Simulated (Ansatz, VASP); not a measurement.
# Pd: VASP beside Ansatz

```
Pd
1.0
     3.47857    0.00000    0.00000
    -1.66891    3.61537    0.00000
    -1.11709   -1.26170    3.09985
Pd
2
Direct
  0.68692 0.41762 0.32576
  0.71710 0.87622 0.46011
```

Alike in both runs: task relaxation of cell and atoms; functional PBE; k mesh 6 × 6 × 6; occupations gaussian, width 0.1 eV; no spin polarisation.

|  | VASP | Ansatz |
| --- | --- | --- |
| version | VASP 6.6.1 | Ansatz 0.2.0 |
| potentials or method | VASP PAW PBE potentials, release 64 (Pd), cutoff 600 eV | scalar-relativistic, plane waves, PAW |
| valence electrons in the cell | 20 | 36 |

|  | VASP | Ansatz | Ansatz less VASP |
| --- | --- | --- | --- |
| gap on the k mesh at the Fermi level, each at its own relaxed structure (eV) | none | none | - |
| relaxed volume (Å³/atom) | 15.22 | 15.27 | +0.048 |
| relaxed cell length with the largest relative difference (Å) | 5.542 | 4.809 | -0.7324 |

A gap of «none» marks a metal or a gap that the smearing closes. One of these differences is far larger than is usual between the two programs; its cause wasn't traced. VASP's potentials hold 20 valence electrons a cell and Ansatz's 36, so a difference there can come from the potentials and not from the codes.

The k mesh is coarse, so the values compare programs but aren't converged. Noted on VASP's run: the volume moved by over 15 % at a fixed basis, so the end points are rough.
